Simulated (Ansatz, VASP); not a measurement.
# Ag: VASP beside Ansatz

```
CELL_PARAMETERS angstrom
0.00000 2.84497 2.84497
2.84497 0.00000 2.84497
2.84497 2.84497 0.00000
ATOMIC_POSITIONS crystal
Ag 0.12500 0.12500 0.12500
Ag 0.87500 0.87500 0.87500
```

Alike in both runs: task relaxation of cell and atoms; functional RPBE; k mesh 10 × 10 × 10; occupations fermi-dirac, width 0.1 eV; no spin polarisation.

```csv
,VASP,Ansatz
version,VASP 6.6.1,Ansatz 0.2.0
potentials or method,"VASP PAW PBE potentials, release 64 (Ag), cutoff 600 eV","plane waves (420 eV) with PAW, scalar-relativistic"
valence electrons in the cell,22,38
```

Ansatz gave:

* relaxed volume (Å³/atom): 32.41
* relaxed cell length with the largest relative difference (Å): 4.509

Question: Which values does VASP return?

Answer: Relaxed volume (Å³/atom): 32.52; relaxed cell length with the largest relative difference (Å): 4.514.

VASP's potentials were made for PBE, not for RPBE. VASP's potentials hold 22 valence electrons a cell and Ansatz's 38, so a difference there can come from the potentials and not from the codes.

Noted on VASP's run: the volume moved by over 15 % at a fixed basis, so the end points are rough.
